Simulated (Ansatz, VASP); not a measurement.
# PIr2: VASP beside Ansatz

```
P Ir
1.0
     0.00000    2.80392    2.80392
     2.80392    0.00000    2.80392
     2.80392    2.80392    0.00000
P Ir
1 2
Direct
  0.00000 0.00000 0.00000
  0.25000 0.25000 0.25000
  0.75000 0.75000 0.75000
```

Change from the starting cell: volume scaled by 1.04.

Alike in both runs: task single point; functional LDA; k mesh 11 × 11 × 11; occupations fermi-dirac, width 0.05 eV; no spin polarisation.

```csv
,VASP,Ansatz
version,VASP 6.6.1,Ansatz 0.2.0
potentials or method,"VASP PAW LDA potentials, release 64 (P, Ir), cutoff 520 eV","all-electron LAPW, scalar-relativistic"
```

```tsv
	VASP	Ansatz	Ansatz less VASP
pressure (GPa)	-13.7	-15.2	-1.53
```

LDA's correlation is that of Perdew and Zunger in VASP and of Perdew and Wang (1992) in Ansatz. Ansatz ran all-electron here, and VASP with PAW potentials.

Spin-orbit coupling is off throughout.
